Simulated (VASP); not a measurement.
Here is a VASP 6.6.1 calculation.

INCAR

```
SYSTEM = La
PREC     = Accurate       ! precision mode
ENCUT    = 520            ! plane-wave cutoff, eV
EDIFF    = 1E-6           ! SCF threshold, eV
ISMEAR   = -1             ! smearing method
SIGMA    = 0.1            ! smearing width, eV
LREAL    = .False.        ! projectors in reciprocal space
LASPH    = .True.         ! aspherical terms in the spheres
NELM     = 100            ! most SCF steps
ALGO     = Normal         ! electronic algorithm
ISIF     = 2              ! what is computed and relaxed
LWAVE    = .False.        ! write WAVECAR
LCHARG   = .False.        ! write CHGCAR
GGA      = PS             ! functional
NBANDS   = 12             ! bands
```

Contents of KPOINTS:

```
regular mesh
0
Gamma
  18 18 18
  0 0 0
```

File POSCAR:

```
La
1.0
   -2.0578582461      2.0578582461      2.0578582461
    2.0578582461     -2.0578582461      2.0578582461
    2.0578582461      2.0578582461     -2.0578582461
La
1
Direct
    0.0000000000      0.0000000000      0.0000000000
```

Potentials or basis: VASP PAW PBE potentials, release 64 (La).

Launch:

```sh
$ cat potpaw_PBE.64/La/POTCAR > POTCAR
$ mpirun -np 1 vasp_std > vasp.out
```

Task: What does it give for the pressure?

Result: 0.1 GPa.

Caveat: the PAW data sets were made with another functional, which shifts forces and pressure a little.
